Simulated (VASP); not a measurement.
Crystal: Nb.

```
Nb
1.0
     0.00000    2.09500    2.09500
     2.09500    0.00000    2.09500
     2.09500    2.09500    0.00000
Nb
1
Direct
  0.00000 0.00000 0.00000
```

This isn't the form of Nb at room conditions, which is bcc.

| Quantity | Value |
| --- | --- |
| Program | VASP 6.6.1 |
| Task | relaxation of cell and atoms |
| Functional | PBE |
| Potentials or basis | VASP PAW PBE potentials, release 64 (Nb_sv) |
| Cutoff | 500 eV |
| k mesh | 9 × 9 × 9 |
| Occupations | fermi-dirac, width 0.05 eV |
| Spin | no spin polarisation |

At the start: pressure 4.3 GPa; volume 18.39 Å³/atom.

Problem. Where does the relaxation end?

Solution. Over 3 steps the energy falls by 6.0 meV/atom and the volume is 18.85 Å³/atom (+2.5 %); space group Fm-3m (No. 225, to 0.1 Å) before and after.

The path:
| step | energy change (eV) | largest force (eV/Å) | pressure (GPa) | volume (Å³) |
| --- | --- | --- | --- | --- |
| 1 | 0.0000 | 0.0000 | 4.28 | 18.39 |
| 2 | 0.0141 | 0.0000 | -7.06 | 19.73 |
| 3 | -0.0060 | 0.0000 | -0.05 | 18.85 |

Final structure:
```
CELL_PARAMETERS angstrom
0.00000 2.11241 2.11241
2.11241 0.00000 2.11241
2.11241 2.11241 0.00000
ATOMIC_POSITIONS crystal
Nb 0.00000 0.00000 0.00000
```
